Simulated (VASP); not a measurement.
A run of VASP 6.6.1 is set up as follows.

Contents of INCAR:

```
PREC = Accurate
ENCUT = 500
EDIFF = 1E-6
ISMEAR = 0
SIGMA = 0.1
LREAL = False
LASPH = True
NELM = 200
ALGO = Normal
ISIF = 2
LWAVE = False
LCHARG = False
GGA = PE
NBANDS = 38
GGA_COMPAT = False
LMAXMIX = 6
```

Contents of KPOINTS:

```
regular mesh
0
Gamma
  6 6 2
```

File POSCAR:

```
NdBi2S3
1.0
    3.6335081695      0.0000000000      0.0000000000
    0.0000000000      3.6335081695      0.0000000000
    0.0000000000      0.0000000000     10.7580360907
Nd Bi S
1 2 3
Direct
    0.0000000000      0.0000000000      0.0000000000
    0.0000000000      0.0000000000      0.3495370464
    0.0000000000      0.0000000000      0.6504629536
    0.5000000000      0.5000000000      0.1437660435
    0.5000000000      0.5000000000      0.5000000000
    0.5000000000      0.5000000000      0.8562339565
```

Potentials or basis: VASP PAW PBE potentials, release 64 (Nd_3, Bi_d, S), 4f in core.

Run with:

```sh
$ cat potpaw_PBE.64/Nd_3/POTCAR potpaw_PBE.64/Bi_d/POTCAR potpaw_PBE.64/S/POTCAR > POTCAR
$ mpirun -np 1 vasp_std > vasp.out
```

Estimate the band gap on the k mesh.

zero (an odd number of electrons rules out a gap without spin polarisation).

Predict the largest force.

0.144 eV/Å.

Predict the pressure.

0.1 GPa.

Forces in eV/Å, atoms in the order of the input:
```
Nd   0.000  0.000  0.000
Bi   0.000  0.000  0.144
Bi   0.000  0.000 -0.144
S    0.000  0.000 -0.031
S    0.000  0.000  0.000
S    0.000  0.000  0.031
```

Caveat: spin-orbit coupling is left out, which moves the levels of the heavy elements; the 4f electrons are frozen in the core, so they carry no moment and show no levels; the run has no spin polarisation, though such a crystal can be magnetic. With open d or f shells a metallic result of PBE can be an artefact of self-interaction; +U or a hybrid may open a gap.
